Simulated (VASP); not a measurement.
Here is a VASP 6.6.1 calculation.

File INCAR:

```
SYSTEM = CsTa2
PREC = Accurate
ENCUT = 500
EDIFF = 1E-6
ISMEAR = 0
SIGMA = 0.2
LREAL = .False.
LASPH = .True.
NELM = 120
ALGO = Normal
ISIF = 2
LWAVE = .False.
LCHARG = .False.
GGA = PE
NBANDS = 44
GGA_COMPAT = .False.
```

File KPOINTS:

```
Automatic mesh
0
Gamma
  8 4 4
  0 0 0
```

Contents of POSCAR:

```
CsTa2
1.0
   -0.0031790640      0.0024537494     -2.9867949294
   -2.5375835083     -4.3917421445      0.0004519499
   -7.6620338016      4.4221153929     -0.0127056510
Cs Ta
2 4
Direct
    0.7498693876     -0.0000037306      0.9991245944
    0.2501269059      0.5000050785      0.5008730938
    0.7494920528      0.5001236416      0.8404465807
    0.7477824127      1.0000915524      0.3266543651
    0.2504639791     -0.0001222879      0.6595333905
    0.2522652620      0.4999057460      0.1733679755
```

Potentials or basis: VASP PAW PBE potentials, release 64 (Cs_sv, Ta_sv_GW).

The run is started by

```bash
$ cat potpaw_PBE.64/Cs_sv/POTCAR potpaw_PBE.64/Ta_sv_GW/POTCAR > POTCAR
$ mpirun -np 1 vasp_std > vasp.out
```

Problem. Predict the pressure.

Solution. 0.6 GPa.

Problem. Predict the band gap on the k mesh.

Solution. Zero (bands 35 and 36 overlap by 1.36 eV).

Stress tensor (GPa, compression positive):
```
 0.72  0.06 -0.01
 0.06  0.80  0.01
-0.01  0.01  0.18
```

Caveat: spin-orbit coupling is left out, which moves the levels of the heavy elements.
